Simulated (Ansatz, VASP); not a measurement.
## Co in VASP and in Ansatz

INCAR

```
PREC = Accurate ; ENCUT = 520
EDIFF = 1E-6 ; ISMEAR = -1
SIGMA = 0.1 ; LREAL = F
LASPH = T ; NELM = 150
ALGO = Normal ; ISIF = 2
LWAVE = F ; LCHARG = T
ISPIN = 2 ; MAGMOM = 3
LORBIT = 11 ; LMAXMIX = 4
GGA = PE ; LELF = T
LVHAR = T ; NBANDS = 14
```

KPOINTS

```
regular mesh
0
Gamma
  15 15 15
```

The input POSCAR:

```
Co
1.0
    0.0000000000      1.8074000000      1.8074000000
    1.8074000000      0.0000000000      1.8074000000
    1.8074000000      1.8074000000      0.0000000000
Co
1
Direct
    0.0000000000      0.0000000000      0.0000000000
```

Input for Ansatz:

```yaml
crystal:
  lattice:
    - [0.0, 1.8074, 1.8074]
    - [1.8074, 0.0, 1.8074]
    - [1.8074, 1.8074, 0.0]
  atoms:
    - { symbol: Co, position: [0.0, 0.0, 0.0], spin: 3.0 }
magnetization:
  spin_polarized: true
hamiltonian:
  xc: pbe
  pseudopotentials: { kind: paw }
basis:
  ecutwfc: 420
kpoints:
  mp_grid: { grid: [15, 15, 15] }
scf:
  occupations: { method: fermi_dirac, width: 0.1 }
  lower_state_search: "off"
output:
  forces: true
  stress: true
```

Alike in both runs: task single point; functional PBE; k mesh 15 × 15 × 15; occupations fermi-dirac, width 0.1 eV; collinear spin.

|  | VASP | Ansatz |
| --- | --- | --- |
| version | VASP 6.6.1 | Ansatz 0.2.0 |
| potentials or method | VASP PAW PBE potentials, release 64 (Co), cutoff 520 eV | PAW, plane waves, scalar-relativistic |
| valence electrons in the cell | 9 | 17 |

```csv
,VASP,Ansatz,Ansatz less VASP
pressure (GPa),-14.4,-13.7,+0.64
net moment per atom (μB),1.69,1.70,+0.013
size of the moment on the site where the two differ most (μB),1.72,1.77,+0.056
```

Site moments also hang on the region over which each program counts them. VASP's potentials hold 9 valence electrons a cell and Ansatz's 17, so a difference there can come from the potentials and not from the codes.
